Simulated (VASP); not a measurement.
# Mo (Im-3m) in VASP: a series of runs

Runs on Mo. Level: PBE. Tasks: single point.

All numbers are computed with VASP 6.6.1; they aren't measurements. Logs are shortened: lines on timing, memory, paths and dates and some standing lists are left out, and cuts for length are marked.

**1. The cell of the first run**

It takes space group Im-3m (No. 229, cubic). The conventional cell has a = 3.157 Å, b = 3.157 Å, c = 3.157 Å, α = 90.00°, β = 90.00°, γ = 90.00°. Mo (site symmetry m-3m) has 14 Mo at 2.73 to 3.16 Å within 3.6 Å.

**2. Single point, PBE**

The input, INCAR:

```
SYSTEM = Mo
ALGO = Normal
EDIFF = 1E-6
ENCUT = 520
GGA = PE
ISIF = 2
ISMEAR = -1
LASPH = .TRUE.
LCHARG = .FALSE.
LREAL = .FALSE.
LWAVE = .FALSE.
NBANDS = 13
NELM = 80
PREC = Accurate
SIGMA = 0.1
```

The input, KPOINTS:

```
k-points
0
G
  13 13 13
  0 0 0
```

The input, POSCAR:

```
Mo
1.0
   -1.5786423308      1.5786423308      1.5786423308
    1.5786423308     -1.5786423308      1.5786423308
    1.5786423308      1.5786423308     -1.5786423308
Mo
1
Direct
    0.0000000000      0.0000000000      0.0000000000
```

Potentials or basis: VASP PAW PBE potentials, release 64 (Mo_sv).

Command:

```console
$ cat potpaw_PBE.64/Mo_sv/POTCAR > POTCAR
$ mpirun -np 1 vasp_std > vasp.out
```

OUTCAR:

```text
SYSTEM = Mo
   EDIFF = 1E-6
   ENCUT = 520
   GGA = PE
   ISIF = 2
   ISMEAR = -1
   LASPH = .TRUE.
   LREAL = .FALSE.
   NELM = 80
   PREC = Accurate

 ion  position               nearest neighbor table
   1  0.000  0.000  0.000-

  LATTYP: Found a body centered cubic cell.
 ALAT       =     3.1572846616

  Lattice vectors:

 A1 = (  -1.5786423308,   1.5786423308,   1.5786423308)
 A2 = (   1.5786423308,  -1.5786423308,   1.5786423308)
 A3 = (   1.5786423308,   1.5786423308,  -1.5786423308)

Analysis of symmetry for initial positions (statically):
=====================================================================
 Subroutine PRICEL returns:
 Original cell was already a primitive cell.

 Routine SETGRP: Setting up the symmetry group for a
 body centered cubic supercell.

 Subroutine GETGRP returns: Found 48 space group operations
 (whereof 48 operations were pure point group operations)
 out of a pool of 48 trial point group operations.

The static configuration has the point symmetry O_h .

Analysis of symmetry for dynamics (positions and initial velocities):
=====================================================================
 Subroutine PRICEL returns:
 Original cell was already a primitive cell.

 Routine SETGRP: Setting up the symmetry group for a
 body centered cubic supercell.

 Subroutine GETGRP returns: Found 48 space group operations
 (whereof 48 operations were pure point group operations)
 out of a pool of 48 trial point group operations.

The dynamic configuration has the point symmetry O_h .

 Subroutine INISYM returns: Found 48 space group operations
 (whereof 48 operations are pure point group operations),
 and found     1 'primitive' translations

----------------------------------------------------------------------------------------

                                     Primitive cell

  volume of cell :      15.7366

  direct lattice vectors                    reciprocal lattice vectors
    -1.578642331  1.578642331  1.578642331     0.000000000  0.316727855  0.316727855
     1.578642331 -1.578642331  1.578642331     0.316727855  0.000000000  0.316727855
     1.578642331  1.578642331 -1.578642331     0.316727855  0.316727855  0.000000000

  length of vectors
     2.734288724  2.734288724  2.734288724     0.447920829  0.447920829  0.447920829

  position of ions in fractional coordinates (direct lattice)
     0.000000000  0.000000000  0.000000000

  ion indices of the primitive-cell ions
   primitive index   ion index
                 1           1

----------------------------------------------------------------------------------------

 KPOINTS: k-points

Automatic generation of k-mesh.
 Grid dimensions read from file:
 generate k-points for:   13   13   13

 Generating k-lattice:

  Cartesian coordinates                     Fractional coordinates (reciprocal lattice)
     0.000000000  0.024363681  0.024363681     0.076923077  0.000000000  0.000000000
     0.024363681  0.000000000  0.024363681     0.000000000  0.076923077  0.000000000
     0.024363681  0.024363681  0.000000000     0.000000000  0.000000000  0.076923077

  Length of vectors
     0.034455448  0.034455448  0.034455448

  Shift w.r.t. Gamma in fractional coordinates (k-lattice)
     0.000000000  0.000000000  0.000000000

 Subroutine IBZKPT returns following result:
 ===========================================

 Found     84 irreducible k-points:

 Following reciprocal coordinates:
            Coordinates               Weight
  0.000000  0.000000  0.000000      1.000000
  0.076923  0.000000  0.000000     12.000000
  0.153846  0.000000  0.000000     12.000000
  0.230769  0.000000  0.000000     12.000000
  0.307692  0.000000  0.000000     12.000000
  0.384615  0.000000  0.000000     12.000000
[... 16 lines left out ...]
  0.153846  0.076923  0.076923     24.000000
  0.230769  0.076923  0.076923     24.000000
 [... further k-points ...]
   k-points           NKPTS =     84   k-points in BZ     NKDIM =     84   number of bands    NBANDS=     13
   number of dos      NEDOS =    301   number of ions     NIONS =      1
   total plane-waves  NPLWV =   8000
   dimension x,y,z NGX =    20 NGY =   20 NGZ =   20
   dimension x,y,z NGXF=    40 NGYF=   40 NGZF=   40
   ions per type =               1
   NGX,Y,Z   is equivalent  to a cutoff of  12.16, 12.16, 12.16 a.u.
   NGXF,Y,Z  is equivalent  to a cutoff of  24.32, 24.32, 24.32 a.u.
 SYSTEM =  Mo
   PREC   = accura    normal or accurate (medium, high low for compatibility)
   ISTART =      0    job   : 0-new  1-cont  2-samecut
   ICHARG =      2    charge: 1-file 2-atom 10-const
   ISPIN  =      1    spin polarized calculation?
   LNONCOLLINEAR =      F non collinear calculations
   LSORBIT =      F    spin-orbit coupling
   LASPH  =      T    aspherical Exc in radial PAW
   ENCUT  =  520.0 eV  38.22 Ry    6.18 a.u.   5.08  5.08  5.08*2*pi/ulx,y,z
   NELM   =     80;   NELMIN=  2; NELMDL= -5     # of ELM steps
   EDIFF  = 0.1E-05   stopping-criterion for ELM
   LREAL  =      F    real-space projection
   EDIFFG = 0.1E-04   stopping-criterion for IOM
   NSW    =      0    number of steps for IOM
   IBRION =     -1    ionic relax: 0-MD 1-quasi-New 2-CG
   NFREE  =      0    steps in history (QN), initial steepest desc. (CG)
   ISIF   =      2    stress and relaxation
   ISYM   =      2    0-nonsym 1-usesym 2-fastsym
   POTIM  = 0.5000    time-step for ionic-motion
   TEBEG  =    0.0;   TEEND  =   0.0 temperature during run
   PSTRESS=    0.0 pullay stress
   NELECT =      14.0000    total number of electrons
   NUPDOWN=      -1.0000    fix difference up-down
   EMIN   =  10.00;   EMAX   =-10.00  energy-range for DOS
   EFERMI =   0.00;   METHOD = LEGACY
   ISMEAR =    -1;   SIGMA  =   0.10  broadening in eV -4-tet -1-fermi 0-gaus
   EFERMI_NEDOS =   21; number of points for ismear=-14 and -15
   IALGO  =     38    algorithm
   IMIX   =      4    mixing-type and parameters
     AMIX     =   0.40;   BMIX     =  1.00
     AMIX_MAG =   1.60;   BMIX_MAG =  1.00
  volume/ion in A,a.u.               =      15.74       106.20
  Fermi-wavevector in a.u.,A,eV,Ry     =   1.574516  2.975404 33.730215  2.479101
  Thomas-Fermi vector in A             =   2.675639
   LORBIT       =      0    0 simple, 1 ext, 2 COOP (PROOUT), +10 PAW based schemes
   GGA     = PE    functional components
   LHFCALC =     F    Hartree Fock is set to
   AEXX    =    0.0000 exact exchange contribution
   IVDW    =     0    specifies the selected vdW correction
   LEPSILON=     F    determine dielectric tensor
   LRPA    =     F    only Hartree local field effects (RPA)
 non-spin polarized calculation
  energy-cutoff  :      520.00
  volume of cell :       15.74
 maximum number of plane-waves:       434
   NGX = 11   NGY = 11   NGZ = 11

 number of electron      14.0000003 magnetization

 Free energy of the ion-electron system (eV)
  ---------------------------------------------------
  ext. energy  EPLUGINS =         0.00000000
  ---------------------------------------------------
  free energy    TOTEN  =       -10.94978308 eV

  energy without entropy =      -10.92695577  energy(sigma->0) =      -10.93836942

 E-fermi :  12.5724     XC(G=0): -13.3524

 val. band max:       12.4873969442   @ k =  -0.1538   0.2308   0.0769
 cond. band min:      12.5785505503   @ k =  -0.3077   0.3077   0.1538
 fundamental gap:      0.0911536061
 Fermi energy:        12.5724221769

 k-point     1 :       0.0000    0.0000    0.0000
  band No.  band energies     occupation
      1     -48.7912      2.00000
      2     -22.0730      2.00000
      3     -22.0730      2.00000
      4     -22.0730      2.00000
      5       5.2725      2.00000
      6      11.1358      2.00000
      7      11.1358      2.00000
      8      11.1358      2.00000
      9      14.1374      0.00000
     10      14.1374      0.00000
     11      27.3080      0.00000
     12      27.3080      0.00000
     13      27.3080      0.00000

 k-point     2 :       0.0769    0.0000    0.0000
  band No.  band energies     occupation
      1     -48.7767      2.00000
      2     -22.1569      2.00000
      3     -22.0989      2.00000
      4     -22.0736      2.00000
      5       5.5308      2.00000
      6      10.9911      2.00000
      7      11.1097      2.00000
      8      11.3788      1.99999
      9      13.9321      0.00000
     10      14.1419      0.00000
     11      27.4957      0.00000
     12      27.7443      0.00000
     13      27.8019      0.00000

 k-point     3 :       0.1538    0.0000    0.0000
  band No.  band energies     occupation
      1     -48.7365      2.00000
      2     -22.3856      2.00000
      3     -22.1702      2.00000
      4     -22.0753      2.00000
      5       6.2292      2.00000
      6      10.6148      2.00000
      7      10.9857      2.00000
      8      12.0884      1.98432
      9      13.6037      0.00007
     10      14.1723      0.00000
     11      27.8091      0.00000
     12      28.7743      0.00000
     13      28.9862      0.00000

 k-point     4 :       0.2308    0.0000    0.0000
  band No.  band energies     occupation
      1     -48.6792      2.00000
      2     -22.6990      2.00000
      3     -22.2692      2.00000
      4     -22.0777      2.00000
      5       7.0718      2.00000
      6      10.1347      2.00000
      7      10.8853      2.00000
      8      13.2024      0.00367
      9      13.5679      0.00009
     10      14.2621      0.00000
     11      27.4996      0.00000
     12      28.8431      0.00000
     13      30.8728      0.00000

 k-point     5 :       0.3077    0.0000    0.0000
  band No.  band energies     occupation
      1     -48.6178      2.00000
      2     -23.0215      2.00000
      3     -22.3726      2.00000
      4     -22.0804      2.00000
      5       7.4902      2.00000
      6       9.6756      2.00000
      7      11.4134      1.99998
      8      13.8222      0.00001
      9      14.4243      0.00000
     10      14.5969      0.00000
     11      26.3847      0.00000
     12      27.4188      0.00000
     13      33.2008      0.00000

 k-point     6 :       0.3846    0.0000    0.0000
  band No.  band energies     occupation
      1     -48.5664      2.00000
      2     -23.2814      2.00000
      3     -22.4571      2.00000
      4     -22.0827      2.00000
      5       7.3907      2.00000
      6       9.3265      2.00000
      7      12.6444      0.65500
      8      14.1399      0.00000
      9      14.6219      0.00000
     10      16.0299      0.00000
     11      25.2202      0.00000
     12      25.5548      0.00000
     13      31.6333      0.00000

 k-point     7 :       0.4615    0.0000    0.0000
  band No.  band energies     occupation
      1     -48.5372      2.00000
      2     -23.4256      2.00000
      3     -22.5042      2.00000
      4     -22.0840      2.00000
      5       7.2275      2.00000
      6       9.1401      2.00000
      7      13.7976      0.00001
      8      14.2580      0.00000
      9      14.7651      0.00000
     10      17.0361      0.00000
     11      24.2254      0.00000
     12      24.5258      0.00000
     13      29.9876      0.00000
[... 193 lines left out ...]
 k-point    20 :       0.3846    0.2308    0.0000
  band No.  band energies     occupation
      1     -48.5089      2.00000
      2     -23.2287      2.00000
      3     -22.7803      2.00000
      4     -22.2290      2.00000
      5       8.4066      2.00000
      6       9.5425      2.00000
      7      11.1529      2.00000
      8      14.1159      0.00000
      9      15.0806      0.00000
     10      20.5740      0.00000
     11      22.8839      0.00000
     12      24.9288      0.00000
     13      28.9710      0.00000

 k-point    21 :       0.3077    0.3077    0.0000
  band No.  band energies     occupation
      1     -48.5036      2.00000
      2     -23.1226      2.00000
      3     -22.9126      2.00000
      4     -22.2444      2.00000
      5       8.6679      2.00000
      6       9.8536      2.00000
      7      10.5296      2.00000
      8      14.3490      0.00000
      9      14.8268      0.00000
     10      21.5958      0.00000
     11      22.7828      0.00000
     12      23.9873      0.00000
     13      29.6870      0.00000

 k-point    22 :       0.0769    0.0769    0.0769
  band No.  band energies     occupation
      1     -48.7128      2.00000
      2     -22.5401      2.00000
      3     -22.1331      2.00000
      4     -22.1331      2.00000
      5       6.6626      2.00000
      6      10.4716      2.00000
      7      10.4716      2.00000
      8      12.8859      0.08335
      9      13.9067      0.00000
     10      13.9067      0.00000
     11      28.3530      0.00000
     12      28.8877      0.00000
     13      28.8877      0.00000

 k-point    23 :       0.1538    0.0769    0.0769
  band No.  band energies     occupation
      1     -48.6610      2.00000
      2     -22.8018      2.00000
      3     -22.2391      2.00000
      4     -22.1414      2.00000
      5       7.5266      2.00000
      6       9.9896      2.00000
      7      10.2147      2.00000
      8      13.7929      0.00001
      9      14.1943      0.00000
     10      14.2244      0.00000
     11      28.0886      0.00000
     12      28.6639      0.00000
     13      29.7418      0.00000

 k-point    24 :       0.2308    0.0769    0.0769
  band No.  band energies     occupation
      1     -48.6054      2.00000
      2     -23.0519      2.00000
      3     -22.3723      2.00000
      4     -22.1503      2.00000
      5       8.0144      2.00000
      6       9.5758      2.00000
      7      10.5813      2.00000
      8      13.9313      0.00000
      9      14.4486      0.00000
     10      15.7986      0.00000
     11      26.8278      0.00000
     12      27.2610      0.00000
     13      31.2020      0.00000

 [... further k-points ...]
[... 5 lines left out ...]
  --------------------------------------------------------------------------------------
  -------------------------------------------------------------------------------------
  Total        0.1232938      0.1232938      0.1232938     -0.0000000      0.0000000     -0.0000000
  in kB       12.5528027     12.5528027     12.5528027     -0.0000000      0.0000000     -0.0000000
  external PRESSURE =      12.5528027 kB  Pullay stress =       0.0000000 kB

 VOLUME and BASIS-vectors are now :
 -----------------------------------------------------------------------------
  energy-cutoff  :      520.00
  volume of cell :       15.74
      direct lattice vectors                 reciprocal lattice vectors
    -1.578642331  1.578642331  1.578642331     0.000000000  0.316727855  0.316727855
     1.578642331 -1.578642331  1.578642331     0.316727855  0.000000000  0.316727855
     1.578642331  1.578642331 -1.578642331     0.316727855  0.316727855  0.000000000

 POSITION                                       TOTAL-FORCE (eV/Angst)
 -----------------------------------------------------------------------------------
      0.00000      0.00000      0.00000         0.000000      0.000000     -0.000000
 -----------------------------------------------------------------------------------
    total drift:                                0.000000     -0.000000      0.000000

  FREE ENERGIE OF THE ION-ELECTRON SYSTEM (eV)
  ---------------------------------------------------
  free  energy   TOTEN  =       -10.9497830761 eV

  energy  without entropy=      -10.9269557705  energy(sigma->0) =      -10.93836942
```

Wall time 7.7 s (1 thread of Intel Xeon Platinum 8488C (Sapphire Rapids), shared host); peak memory 0.13 GiB.

What came out:

* Free energy: -10.9498 eV
* Pressure: 1.3 GPa
* Band gap on the k mesh: zero (band 7 reaches 16.06 eV, above the bottom of band 8 at 11.14 eV)

**3. Single point, PBE**

This run uses another cell than the first one, of 16.20 Å³/atom, 1.030 times its volume.

The input, INCAR:

```
SYSTEM = Mo
PREC = Accurate
ENCUT = 520
EDIFF = 1E-6
ISMEAR = -1
SIGMA = 0.1
LREAL = .False.
LASPH = .True.
NELM = 60
ALGO = Normal
ISIF = 2
LWAVE = .False.
LCHARG = .False.
GGA = PE
NBANDS = 13
```

The input, KPOINTS:

```
regular mesh
0
Gamma
  13 13 13
  0 0 0
```

The input, POSCAR:

```
Mo
1.0
   -1.5941202034      1.5941202034      1.5941202034
    1.5941202034     -1.5941202034      1.5941202034
    1.5941202034      1.5941202034     -1.5941202034
Mo
1
Direct
    0.0000000000      0.0000000000      0.0000000000
```

Potentials or basis: VASP PAW PBE potentials, release 64 (Mo_sv).

Command:

```console
$ cat potpaw_PBE.64/Mo_sv/POTCAR > POTCAR
$ mpirun -np 1 vasp_std > vasp.out
```

It took 8.4 s on 1 thread of Intel Xeon Platinum 8488C (Sapphire Rapids), shared host; peak memory 0.14 GiB.

It converged, with:

| Item | Value |
| --- | --- |
| Free energy | -10.9428 eV |
| Pressure | -6.0 GPa |
| Band gap on the k mesh | zero (band 7 reaches 15.45 eV, above the bottom of band 8 at 10.73 eV) |

Levels at points of the mesh, in eV from the Fermi level:
```tsv
k point	band 3	band 4	band 5	band 6	band 7	band 8	band 9	band 10	band 11	band 12
(0.00, 0.00, 0.00)	-34.70	-34.70	-7.19	-1.37	-1.37	-1.37	1.52	1.52	14.70	14.70
```

(Continued in part 2 of 2.)
